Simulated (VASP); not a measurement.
# Te (P3_121) in VASP: a series of runs

Te is run at these levels: PBE; tasks: single point.

All numbers are computed with VASP 6.6.1; they aren't measurements. Logs are shortened: lines on timing, memory, paths and dates and some standing lists are left out, and cuts for length are marked.

### 1 The cell of the first run

It takes space group P3_121 (No. 152, trigonal). Conventional cell: a = 4.458 Å, b = 4.458 Å, c = 5.925 Å, α = 90.00°, β = 90.00°, γ = 120.00°. Te (site symmetry 2) has 6 Te at 2.79 to 3.53 Å within 3.7 Å.

### 2 Single point, PBE

INCAR

```
PREC     = Accurate       # precision mode
ENCUT    = 520            # plane-wave cutoff, eV
EDIFF    = 1E-7           # SCF threshold, eV
ISMEAR   = 0              # smearing method
SIGMA    = 0.1            # smearing width, eV
LREAL    = F              # projectors in reciprocal space
LASPH    = T              # aspherical terms in the spheres
NELM     = 60             # most SCF steps
ALGO     = Normal         # electronic algorithm
ISIF     = 2              # what is computed and relaxed
LWAVE    = F              # write WAVECAR
LCHARG   = T              # write CHGCAR
GGA      = PE             # functional
LELF     = T              # ELF
LVHAR    = T            
NBANDS   = 16             # bands
```

KPOINTS

```
Automatic mesh
0
Gamma
  6 6 4
```

POSCAR

```
Te
1.0
    4.4579994587      0.0000000000      0.0000000000
   -2.2289997294      3.8607407813      0.0000000000
    0.0000000000      0.0000000000      5.9250000000
Te
3
Direct
    0.7450000000      0.0000000000      0.3333333333
    0.0000000000      0.7450000000      0.6666666667
    0.2550000000      0.2550000000      0.0000000000
```

Potentials or basis: VASP PAW PBE potentials, release 64 (Te).

The run is started by

```console
$ cat potpaw_PBE.64/Te/POTCAR > POTCAR
$ mpirun -np 1 vasp_std > vasp.out
```

OUTCAR:

```text
PREC = Accurate
   ENCUT = 520
   EDIFF = 1E-7
   ISMEAR = 0
   LREAL = F
   LASPH = T
   NELM = 60
   ISIF = 2
   GGA = PE

 ion  position               nearest neighbor table
   1  0.745  0.000  0.333-   3 2.79   2 2.79   3 3.53   3 3.53   2 3.53   2 3.53
   2  0.000  0.745  0.667-   3 2.79   1 2.79   3 3.53   3 3.53   1 3.53   1 3.53
   3  0.255  0.255  0.000-   1 2.79   2 2.79   2 3.53   1 3.53   1 3.53   2 3.53

  LATTYP: Found a hexagonal cell.
 ALAT       =     4.4579994587
 C/A-ratio  =     1.3290714938

  Lattice vectors:

 A1 = (   4.4579994587,   0.0000000000,   0.0000000000)
 A2 = (  -2.2289997294,   3.8607407813,   0.0000000000)
 A3 = (   0.0000000000,   0.0000000000,   5.9250000000)

Analysis of symmetry for initial positions (statically):
=====================================================================
 Subroutine PRICEL returns:
 Original cell was already a primitive cell.

 Routine SETGRP: Setting up the symmetry group for a
 hexagonal supercell.

 Subroutine GETGRP returns: Found  6 space group operations
 (whereof  2 operations were pure point group operations)
 out of a pool of 24 trial point group operations.

The static configuration has the point symmetry C_2 .
 The point group associated with its full space group is D_3 .

Analysis of symmetry for dynamics (positions and initial velocities):
=====================================================================
 Subroutine PRICEL returns:
 Original cell was already a primitive cell.

 Routine SETGRP: Setting up the symmetry group for a
 hexagonal supercell.

 Subroutine GETGRP returns: Found  6 space group operations
 (whereof  2 operations were pure point group operations)
 out of a pool of 24 trial point group operations.

The dynamic configuration has the point symmetry C_2 .
 The point group associated with its full space group is D_3 .

 Subroutine INISYM returns: Found  6 space group operations
 (whereof  2 operations are pure point group operations),
 and found     1 'primitive' translations

----------------------------------------------------------------------------------------

                                     Primitive cell

  volume of cell :     101.9762

  direct lattice vectors                    reciprocal lattice vectors
     4.457999459  0.000000000  0.000000000     0.224315864  0.129508824  0.000000000
    -2.228999729  3.860740781  0.000000000     0.000000000  0.259017649  0.000000000
     0.000000000  0.000000000  5.925000000     0.000000000  0.000000000  0.168776371

  length of vectors
     4.457999459  4.457999459  5.925000000     0.259017649  0.259017649  0.168776371

  position of ions in fractional coordinates (direct lattice)
     0.745000000  0.000000000  0.333333333
     0.000000000  0.745000000  0.666666667
     0.255000000  0.255000000  0.000000000

  ion indices of the primitive-cell ions
   primitive index   ion index
                 1           1
                 2           2
                 3           3

----------------------------------------------------------------------------------------

 KPOINTS: Automatic mesh

Automatic generation of k-mesh.
 Grid dimensions read from file:
 generate k-points for:    6    6    4

 Generating k-lattice:

  Cartesian coordinates                     Fractional coordinates (reciprocal lattice)
     0.037385977  0.021584804  0.000000000     0.166666667  0.000000000  0.000000000
     0.000000000  0.043169608  0.000000000     0.000000000  0.166666667  0.000000000
     0.000000000  0.000000000  0.042194093     0.000000000  0.000000000  0.250000000

  Length of vectors
     0.043169608  0.043169608  0.042194093

  Shift w.r.t. Gamma in fractional coordinates (k-lattice)
     0.000000000  0.000000000  0.000000000

 Subroutine IBZKPT returns following result:
 ===========================================

 Found     24 irreducible k-points:

 Following reciprocal coordinates:
            Coordinates               Weight
  0.000000  0.000000  0.000000      1.000000
  0.166667  0.000000  0.000000      6.000000
  0.333333  0.000000  0.000000      6.000000
  0.500000  0.000000  0.000000      3.000000
  0.166667  0.166667  0.000000      6.000000
  0.333333  0.166667  0.000000     12.000000
[... 16 lines left out ...]
  0.333333  0.166667  0.500000     12.000000
  0.333333  0.333333  0.500000      2.000000
   k-points           NKPTS =     24   k-points in BZ     NKDIM =     24   number of bands    NBANDS=     16
   number of dos      NEDOS =    301   number of ions     NIONS =      3
   total plane-waves  NPLWV =  62208
   dimension x,y,z NGX =    36 NGY =   36 NGZ =   48
   dimension x,y,z NGXF=    72 NGYF=   72 NGZF=   96
   ions per type =               3
   NGX,Y,Z   is equivalent  to a cutoff of  13.42, 13.42, 13.47 a.u.
   NGXF,Y,Z  is equivalent  to a cutoff of  26.85, 26.85, 26.94 a.u.
 SYSTEM =  unknown system
   PREC   = accura    normal or accurate (medium, high low for compatibility)
   ISTART =      0    job   : 0-new  1-cont  2-samecut
   ICHARG =      2    charge: 1-file 2-atom 10-const
   ISPIN  =      1    spin polarized calculation?
   LNONCOLLINEAR =      F non collinear calculations
   LSORBIT =      F    spin-orbit coupling
   LASPH  =      T    aspherical Exc in radial PAW
   ENCUT  =  520.0 eV  38.22 Ry    6.18 a.u.   8.29  8.29 11.02*2*pi/ulx,y,z
   NELM   =     60;   NELMIN=  2; NELMDL= -5     # of ELM steps
   EDIFF  = 0.1E-06   stopping-criterion for ELM
   LREAL  =      F    real-space projection
   EDIFFG = 0.1E-05   stopping-criterion for IOM
   NSW    =      0    number of steps for IOM
   IBRION =     -1    ionic relax: 0-MD 1-quasi-New 2-CG
   NFREE  =      0    steps in history (QN), initial steepest desc. (CG)
   ISIF   =      2    stress and relaxation
   ISYM   =      2    0-nonsym 1-usesym 2-fastsym
   POTIM  = 0.5000    time-step for ionic-motion
   TEBEG  =    0.0;   TEEND  =   0.0 temperature during run
   PSTRESS=    0.0 pullay stress
   NELECT =      18.0000    total number of electrons
   NUPDOWN=      -1.0000    fix difference up-down
   EMIN   =  10.00;   EMAX   =-10.00  energy-range for DOS
   EFERMI =   0.00;   METHOD = LEGACY
   ISMEAR =     0;   SIGMA  =   0.10  broadening in eV -4-tet -1-fermi 0-gaus
   EFERMI_NEDOS =   21; number of points for ismear=-14 and -15
   IALGO  =     38    algorithm
   IMIX   =      4    mixing-type and parameters
     AMIX     =   0.40;   BMIX     =  1.00
     AMIX_MAG =   1.60;   BMIX_MAG =  1.00
  volume/ion in A,a.u.               =      33.99       229.39
  Fermi-wavevector in a.u.,A,eV,Ry     =   0.918331  1.735394 11.474231  0.843332
  Thomas-Fermi vector in A             =   2.043401
   LORBIT       =      0    0 simple, 1 ext, 2 COOP (PROOUT), +10 PAW based schemes
   GGA     = PE    functional components
   LHFCALC =     F    Hartree Fock is set to
   AEXX    =    0.0000 exact exchange contribution
   IVDW    =     0    specifies the selected vdW correction
   LEPSILON=     F    determine dielectric tensor
   LRPA    =     F    only Hartree local field effects (RPA)
 non-spin polarized calculation
 Gauss-broadening in eV      SIGMA  =   0.10
  energy-cutoff  :      520.00
  volume of cell :      101.98
 maximum number of plane-waves:      2770
 NGX is ok and might be reduce to    36
   NGX = 17   NGY = 17   NGZ = 23

 number of electron      17.9999999 magnetization

 Free energy of the ion-electron system (eV)
  ---------------------------------------------------
  ext. energy  EPLUGINS =         0.00000000
  ---------------------------------------------------
  free energy    TOTEN  =        -9.34512818 eV

  energy without entropy =       -9.34379878  energy(sigma->0) =       -9.34446348

 E-fermi :   5.9826     XC(G=0):  -9.0365

 val. band max:        5.8962931823   @ k =   0.3333   0.3333   0.5000
 cond. band min:       6.0366386899   @ k =   0.3333   0.3333   0.5000
 fundamental gap:      0.1403455076
 Fermi energy:         5.9825888683

 k-point     1 :       0.0000    0.0000    0.0000
  band No.  band energies     occupation
      1      -7.8412      2.00000
      2      -4.4359      2.00000
      3      -4.4359      2.00000
      4       2.7842      2.00000
      5       3.0415      2.00000
      6       3.0415      2.00000
[... 8 lines left out ...]
     15      11.7181      0.00000
     16      12.3255      0.00000

 k-point     2 :       0.1667    0.0000    0.0000
  band No.  band energies     occupation
      1      -7.6702      2.00000
      2      -4.4952      2.00000
      3      -4.3789      2.00000
      4       1.7562      2.00000
      5       2.3874      2.00000
      6       2.8110      2.00000
[... 8 lines left out ...]
     15      12.0616      0.00000
     16      12.3885      0.00000

 k-point     3 :       0.3333    0.0000    0.0000
  band No.  band energies     occupation
      1      -7.2372      2.00000
      2      -4.7721      2.00000
      3      -4.2528      2.00000
      4       1.0001      2.00000
      5       1.6841      2.00000
      6       2.3856      2.00000
[... 8 lines left out ...]
     15      12.9725      0.00000
     16      13.6004      0.00000

 k-point     4 :       0.5000    0.0000    0.0000
  band No.  band energies     occupation
      1      -6.9303      2.00000
      2      -5.0417      2.00000
      3      -4.1832      2.00000
      4       0.9247      2.00000
      5       1.4459      2.00000
      6       2.4466      2.00000
[... 8 lines left out ...]
     15      14.5696      0.00000
     16      14.7430      0.00000

 k-point     5 :       0.1667    0.1667    0.0000
  band No.  band energies     occupation
      1      -7.3638      2.00000
      2      -4.6148      2.00000
      3      -4.3505      2.00000
      4       1.2354      2.00000
      5       1.5289      2.00000
      6       2.8646      2.00000
[... 8 lines left out ...]
     15      12.6243      0.00000
     16      13.3625      0.00000

 k-point     6 :       0.3333    0.1667    0.0000
  band No.  band energies     occupation
      1      -6.9490      2.00000
      2      -4.8763      2.00000
      3      -4.3552      2.00000
      4       1.0410      2.00000
      5       1.3323      2.00000
      6       2.5274      2.00000
[... 8 lines left out ...]
     15      13.7069      0.00000
     16      14.0341      0.00000
[... 267 lines left out ...]
 k-point    21 :       0.5000    0.0000    0.5000
  band No.  band energies     occupation
      1      -6.3562      2.00000
      2      -6.0498      2.00000
      3      -3.8204      2.00000
      4       0.2207      2.00000
      5       2.0805      2.00000
      6       2.2074      2.00000
[... 8 lines left out ...]
     15      13.9951      0.00000
     16      13.9996      0.00000

 k-point    22 :       0.1667    0.1667    0.5000
  band No.  band energies     occupation
      1      -6.5797      2.00000
      2      -6.4865      2.00000
      3      -3.1206      2.00000
      4       1.1335      2.00000
      5       2.0639      2.00000
      6       2.1774      2.00000
[... 8 lines left out ...]
     15      12.3849      0.00000
     16      12.7274      0.00000

 k-point    23 :       0.3333    0.1667    0.5000
  band No.  band energies     occupation
      1      -6.3125      2.00000
      2      -6.1216      2.00000
      3      -3.7424      2.00000
      4       0.4868      2.00000
      5       1.4749      2.00000
      6       1.6192      2.00000
[... 8 lines left out ...]
     15      12.6900      0.00000
     16      13.3933      0.00000

 k-point    24 :       0.3333    0.3333    0.5000
  band No.  band energies     occupation
      1      -6.1010      2.00000
      2      -6.1010      2.00000
      3      -3.9089      2.00000
      4       0.6385      2.00000
      5       0.9601      2.00000
      6       0.9601      2.00000
[... 8 lines left out ...]
     15      12.4546      0.00000
     16      12.8443      0.00000

------------------------ aborting loop because EDIFF is reached ----------------------------------------

  FORCE on cell =-STRESS in cart. coord.  units (eV):
  Direction    XX          YY          ZZ          XY          YZ          ZX
  --------------------------------------------------------------------------------------
  -------------------------------------------------------------------------------------
  Total        1.7948511      1.7948511      2.5115155     -0.0000000      0.0000000      0.0000000
  in kB       28.1994084     28.1994084     39.4591240     -0.0000000      0.0000000      0.0000000
  external PRESSURE =      31.9526470 kB  Pullay stress =       0.0000000 kB

 VOLUME and BASIS-vectors are now :
 -----------------------------------------------------------------------------
  energy-cutoff  :      520.00
  volume of cell :      101.98
      direct lattice vectors                 reciprocal lattice vectors
     4.457999459  0.000000000  0.000000000     0.224315864  0.129508824  0.000000000
    -2.228999729  3.860740781  0.000000000     0.000000000  0.259017649  0.000000000
     0.000000000  0.000000000  5.925000000     0.000000000  0.000000000  0.168776371

 POSITION                                       TOTAL-FORCE (eV/Angst)
 -----------------------------------------------------------------------------------
      3.32121      0.00000      1.97500        -0.629273      0.000000     -0.000000
     -1.66060      2.87625      3.95000         0.314636     -0.544966     -0.000000
      0.56839      0.98449      0.00000         0.314636      0.544966      0.000000
 -----------------------------------------------------------------------------------
    total drift:                                0.000000      0.000000     -0.000000

  FREE ENERGIE OF THE ION-ELECTRON SYSTEM (eV)
  ---------------------------------------------------
  free  energy   TOTEN  =        -9.3451281780 eV

  energy  without entropy=       -9.3437987831  energy(sigma->0) =       -9.34446348
```

It took 42 s on 1 thread of Oxide Virtual Turin-like, shared host; peak memory 0.2 GiB.

What came out:

```yaml
Free_energy: -9.3451 eV
Pressure: 3.2 GPa
Largest_force: 0.629 eV/Å
Band_gap_on_the_k_mesh: 0.14 eV, direct
```

Forces on the atoms (eV/Å):
```
Te  -0.629  0.000  0.000
Te   0.315 -0.545  0.000
Te   0.315  0.545  0.000
```

Levels at points of the mesh, in eV from the valence-band top:
```tsv
k point	band 6	band 7	band 8	band 9	band 10	band 11	band 12	band 13
(0.00, 0.00, 0.00)	-2.85	-1.64	-1.64	-0.61	1.10	1.10	1.79	4.91
(0.50, 0.00, 0.00)	-3.45	-3.41	-1.25	-0.89	1.07	1.25	3.18	3.86
(0.00, 0.00, 0.50)	-2.66	-1.36	-1.09	-1.09	0.64	0.79	0.79	4.05
(0.50, 0.00, 0.50)	-3.69	-2.30	-1.96	-0.22	0.82	1.96	2.62	4.60
```

Caveat: spin-orbit coupling is left out, which moves the levels of the heavy elements.

### 3 Single point, PBE

This run uses another cell than the first one, of 35.47 Å³/atom, 1.044 times its volume.

INCAR

```
SYSTEM = Te
PREC = Accurate
ENCUT = 520
EDIFF = 1E-6
ISMEAR = 0
SIGMA = 0.1
LREAL = .False.
LASPH = .True.
NELM = 80
ALGO = Normal
ISIF = 2
LWAVE = .False.
LCHARG = .False.
GGA = PE
NBANDS = 16
```

KPOINTS

```
Automatic mesh
0
Gamma
  6 6 4
  0 0 0
```

POSCAR

```
Te
1.0
    4.5513861230      0.0000000000      0.0000000000
   -2.2756930615      3.9416160050      0.0000000000
    0.0000000000      0.0000000000      5.9316231870
Te
3
Direct
    0.7331014983      0.0000000000      0.3333333333
    0.0000000000      0.7331014983      0.6666666667
    0.2668985017      0.2668985017      0.0000000000
```

Potentials or basis: VASP PAW PBE potentials, release 64 (Te).

The run is started by

```console
$ cat potpaw_PBE.64/Te/POTCAR > POTCAR
$ mpirun -np 1 vasp_std > vasp.out
```

It took 42 s on 1 thread of Oxide Virtual Turin-like, shared host; peak memory 0.2 GiB.

The run converged. Its results:

| Item | Value |
| --- | --- |
| Free energy | -9.4268 eV |
| Pressure | -0.1 GPa |
| Largest force | 0.012 eV/Å |
| Band gap on the k mesh | 0.27 eV, direct |

Forces in eV/Å, atoms in the order of the input:
```
Te   0.012  0.000  0.000
Te  -0.006  0.010  0.000
Te  -0.006 -0.010  0.000
```

Stress tensor (GPa, compression positive):
```
-0.17  0.00  0.00
 0.00 -0.17  0.00
 0.00  0.00 -0.08
```

Levels at points of the mesh, in eV from the valence-band top:
| k point | band 6 | band 7 | band 8 | band 9 | band 10 | band 11 | band 12 | band 13 |
| --- | --- | --- | --- | --- | --- | --- | --- | --- |
| (0.00, 0.00, 0.00) | -2.73 | -1.60 | -1.60 | -0.77 | 1.01 | 1.01 | 1.53 | 5.08 |
| (0.50, 0.00, 0.00) | -3.41 | -3.24 | -0.99 | -0.78 | 0.90 | 0.96 | 3.15 | 3.58 |
| (0.00, 0.00, 0.50) | -2.60 | -1.25 | -1.03 | -1.03 | 0.48 | 0.48 | 0.53 | 4.24 |
| (0.50, 0.00, 0.50) | -3.50 | -2.29 | -1.94 | -0.12 | 0.87 | 1.95 | 2.47 | 4.69 |

Caveat: spin-orbit coupling is left out, which moves the levels of the heavy elements. A k mesh can miss the band edges.

### 4 Single point, PBE (biaxial strain in the a-b plane: -4.5 %)

INCAR

```
ALGO     = Normal         # electronic algorithm
EDIFF    = 1E-7           # SCF threshold, eV
ENCUT    = 520            # plane-wave cutoff, eV
GGA      = PE             # functional
ISIF     = 2              # what is computed and relaxed
ISMEAR   = 0              # smearing method
LASPH    = True           # aspherical terms in the spheres
LCHARG   = False          # write CHGCAR
LREAL    = False          # projectors in reciprocal space
LWAVE    = False          # write WAVECAR
NBANDS   = 16             # bands
NELM     = 100            # most SCF steps
PREC     = Accurate       # precision mode
SIGMA    = 0.01           # smearing width, eV
```

KPOINTS

```
k-points
0
Gamma
  12 12 6
```

POSCAR

```
Te
1.0
    4.3190905598      0.0000000000      0.0000000000
   -2.1595452799      3.7404421460      0.0000000000
    0.0000000000      0.0000000000      6.1162670783
Te
3
Direct
    0.7247484990      0.0000000000      0.3333333333
    0.0000000000      0.7247484990      0.6666666667
    0.2752515010      0.2752515010      0.0000000000
```

The run is started by

```console
$ cat potpaw_PBE.64/Te/POTCAR > POTCAR
$ mpirun -np 1 vasp_std > vasp.out
```

It took 2.7 min on 1 thread of Oxide Virtual Turin-like, shared host; peak memory 0.25 GiB.

Results (log left out):

- Free energy: -9.3938 eV
- Pressure: 1.4 GPa
- Largest force: 0.090 eV/Å
- Band gap on the k mesh: zero (filled and empty bands touch)

Forces in eV/Å, atoms in the order of the input:
```
Te  -0.090  0.000  0.000
Te   0.045 -0.078  0.000
Te   0.045  0.078  0.000
```

Stress tensor (GPa, compression positive):
```
1.81 0.00 0.00
0.00 1.81 0.00
0.00 0.00 0.63
```

Levels at points of the mesh, in eV from the Fermi level:
| k point | band 6 | band 7 | band 8 | band 9 | band 10 | band 11 | band 12 | band 13 |
| --- | --- | --- | --- | --- | --- | --- | --- | --- |
| (0.00, 0.00, 0.00) | -2.49 | -1.50 | -1.50 | -0.76 | 1.04 | 1.04 | 1.91 | 4.93 |
| (0.50, 0.00, 0.00) | -3.76 | -3.51 | -0.86 | -0.68 | 0.76 | 0.83 | 2.84 | 3.62 |
| (0.00, 0.00, 0.50) | -2.39 | -1.14 | -0.70 | -0.70 | 0.51 | 0.68 | 0.68 | 3.85 |
| (0.50, 0.00, 0.50) | -3.52 | -2.46 | -2.20 | -0.39 | 0.40 | 1.90 | 2.68 | 4.37 |

Caveat: the cell differs from its parent crystal (biaxial strain in the a-b plane: -4.5 %); spin-orbit coupling is left out, which moves the levels of the heavy elements.

### 5 Overview

```tsv
cell	k mesh	smearing	gap on the mesh (eV)	pressure (GPa)	largest force (eV/Å)
a = 4.458, b = 4.458, c = 5.925 Å, angles 90.0, 90.0, 120.0°, 3 atoms	6 × 6 × 4	gaussian 0.1 eV	0.14	3.2	0.63
a = 4.551, b = 4.551, c = 5.932 Å, angles 90.0, 90.0, 120.0°, 3 atoms	6 × 6 × 4	gaussian 0.1 eV	0.27	-0.1	0.01
a = 4.319, b = 4.319, c = 6.116 Å, angles 90.0, 90.0, 120.0°, 3 atoms	12 × 12 × 6	gaussian 0.01 eV	none	1.4	0.09
```

Alike in all rows: task single point; level PBE; potentials or basis VASP PAW PBE potentials, release 64 (Te); no spin polarisation; cutoff (eV) 520.

Caveats: spin-orbit coupling is left out, which moves the levels of the heavy elements.

Total energies depend on the potentials used, so only differences within one code and one set of settings carry meaning.
